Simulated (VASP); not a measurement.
# Mo (Pm-3m) in VASP: further runs, part 2 of 2

VASP 6.6.1. The steps go on from the part before.

### Step 5. Single point, PBEsol+D3(BJ)

This run uses another cell than the first one, of 13.26 Å³/atom, 1.147 times its volume.

INCAR

```
SYSTEM = Mo
PREC = Accurate ; ENCUT = 520
EDIFF = 1E-6 ; ISMEAR = -1
SIGMA = 0.1 ; LREAL = .False.
LASPH = .True. ; NELM = 100
ALGO = Normal ; ISIF = 2
LWAVE = .False. ; LCHARG = .False.
GGA = PS ; IVDW = 12
NBANDS = 13
```

KPOINTS

```
regular mesh
0
Gamma
  15 15 15
  0 0 0
```

POSCAR

```
Mo
1.0
    2.3668949488      0.0000000000      0.0000000000
    0.0000000000      2.3668949488      0.0000000000
    0.0000000000      0.0000000000      2.3668949488
Mo
1
Direct
    0.0000000000      0.0000000000      0.0000000000
```

Potentials or basis: VASP PAW PBE potentials, release 64 (Mo_sv).

On the command line:

```console
$ cat potpaw_PBE.64/Mo_sv/POTCAR > POTCAR
$ mpirun -np 1 vasp_std > vasp.out
```

OUTCAR:

```text
SYSTEM = Mo
   PREC = Accurate
   ENCUT = 520
   EDIFF = 1E-6
   ISMEAR = -1
   LREAL = .False.
   LASPH = .True.
   NELM = 100
   ISIF = 2
   GGA = PS
   IVDW = 12
 IVDW          = 12

 ion  position               nearest neighbor table
   1  0.000  0.000  0.000-

  LATTYP: Found a simple cubic cell.
 ALAT       =     2.3668949488

  Lattice vectors:

 A1 = (   2.3668949488,   0.0000000000,   0.0000000000)
 A2 = (   0.0000000000,   2.3668949488,   0.0000000000)
 A3 = (   0.0000000000,   0.0000000000,   2.3668949488)

[... 563 lines left out ...]
 [... further k-points ...]

------------------------ aborting loop because EDIFF is reached ----------------------------------------

 Edisp (eV)   -0.83251

 E8    (eV) :    -0.5797

  FORCE on cell =-STRESS in cart. coord.  units (eV):
  Direction    XX          YY          ZZ          XY          YZ          ZX
  --------------------------------------------------------------------------------------
  -------------------------------------------------------------------------------------
  Total       6.34538     6.34538     6.34538     0.00000     0.00000    -0.00000
  in kB     766.71038   766.71038   766.71038     0.00000     0.00000    -0.00000
  external pressure =      766.71 kB  Pullay stress =        0.00 kB

 VOLUME and BASIS-vectors are now :
 -----------------------------------------------------------------------------
  energy-cutoff  :      520.00
  volume of cell :       13.26
      direct lattice vectors                 reciprocal lattice vectors
     2.366894949  0.000000000  0.000000000     0.422494459  0.000000000  0.000000000
     0.000000000  2.366894949  0.000000000     0.000000000  0.422494459  0.000000000
     0.000000000  0.000000000  2.366894949     0.000000000  0.000000000  0.422494459

 POSITION                                       TOTAL-FORCE (eV/Angst)
 -----------------------------------------------------------------------------------
      0.00000      0.00000      0.00000         0.000000      0.000000      0.000000
 -----------------------------------------------------------------------------------
    total drift:                                0.000000      0.000000     -0.000000

  FREE ENERGIE OF THE ION-ELECTRON SYSTEM (eV)
  ---------------------------------------------------
  free  energy   TOTEN  =       -10.5927603818 eV

  energy  without entropy=      -10.5643006793  energy(sigma->0) =      -10.57853053
```

OSZICAR:

```text
N       E                     dE             d eps       ncg     rms          rms(c)
DAV:   1     0.971200842459E+02    0.97120E+02   -0.81919E+03  3151   0.113E+03
DAV:   2    -0.898552339755E+01   -0.10611E+03   -0.10143E+03  3510   0.319E+02
DAV:   3    -0.100754652923E+02   -0.10899E+01   -0.10866E+01  3655   0.329E+01
DAV:   4    -0.100779146445E+02   -0.24494E-02   -0.24493E-02  3410   0.185E+00
DAV:   5    -0.100779288497E+02   -0.14205E-04   -0.14205E-04  3720   0.126E-01    0.255E+01
DAV:   6    -0.981235757246E+01    0.26557E+00   -0.27439E-01  3140   0.660E+00    0.115E+01
DAV:   7    -0.976314923041E+01    0.49208E-01   -0.89050E-02  3385   0.364E+00    0.131E+00
DAV:   8    -0.976025354210E+01    0.28957E-02   -0.55037E-03  3250   0.955E-01    0.138E-01
DAV:   9    -0.976024866826E+01    0.48738E-05   -0.36859E-05  3725   0.759E-02    0.377E-02
DAV:  10    -0.976025354436E+01   -0.48761E-05   -0.53289E-06  3430   0.277E-02    0.106E-02
DAV:  11    -0.976025358950E+01   -0.45140E-07   -0.18056E-07  1785   0.543E-03
   1 F= -.10592760E+02 E0= -.10578531E+02  d E =-.284597E-01
```

stdout:

```text
POSCAR found type information on POSCAR Mo
 POSCAR found :  1 types and       1 ions
 scaLAPACK will be used
 -----------------------------------------------------------------------------
|                                                                             |
|                                                                             |
|     You enforced a specific xc type in the INCAR file but a different       |
|     I HOPE YOU KNOW WHAT YOU ARE DOING!                                     |
|                                                                             |
 -----------------------------------------------------------------------------

 LDA part: xc-table for (Slater+PW92), standard interpolation
 POSCAR, INCAR and KPOINTS ok, starting setup
 FFT: planning ... GRIDC
 FFT: planning ... GRID_SOFT
 FFT: planning ... GRID
 WAVECAR not read
 entering main loop
```

It took 30 s on 1 thread of AMD EPYC 7R13, shared host; peak memory 0.11 GiB.

What came out:

* Free energy: -10.5928 eV
* Pressure: 76.7 GPa
* Band gap on the k mesh: zero (band 7 reaches 17.26 eV, above the bottom of band 8 at 14.15 eV)
* Dispersion energy per atom: -0.833 eV

Levels at points of the mesh, in eV from the Fermi level:
| k point | band 5 | band 6 | band 7 | band 8 | band 9 | band 10 |
| --- | --- | --- | --- | --- | --- | --- |
| (0.00, 0.00, 0.00) | -7.33 | -5.96 | -5.96 | 5.57 | 5.57 | 5.57 |

Caveat: three body term missing; the PAW data sets were made with another functional, which shifts forces and pressure a little; pairwise dispersion overbinds metals, which lowers pressure and volume.

### Step 6. Overview

```csv
level,cell,gap on the mesh (eV),pressure (GPa)
PBEsol,"a = 2.261 Å, 1 atom",none,180.0
PBEsol,"a = 2.367 Å, 1 atom",none,86.9
PBEsol+D3(BJ),"a = 2.367 Å, 1 atom",none,76.7
```

Alike in all rows: task single point; potentials or basis VASP PAW PBE potentials, release 64 (Mo_sv); no spin polarisation; k mesh 15 × 15 × 15; cutoff (eV) 520; smearing fermi-dirac 0.1 eV.

Caveats: the PAW data sets were made with another functional, which shifts forces and pressure a little; three body term missing (some runs); pairwise dispersion overbinds metals, which lowers pressure and volume (some runs).

Absolute energies hang on the potentials; compare differences alone.
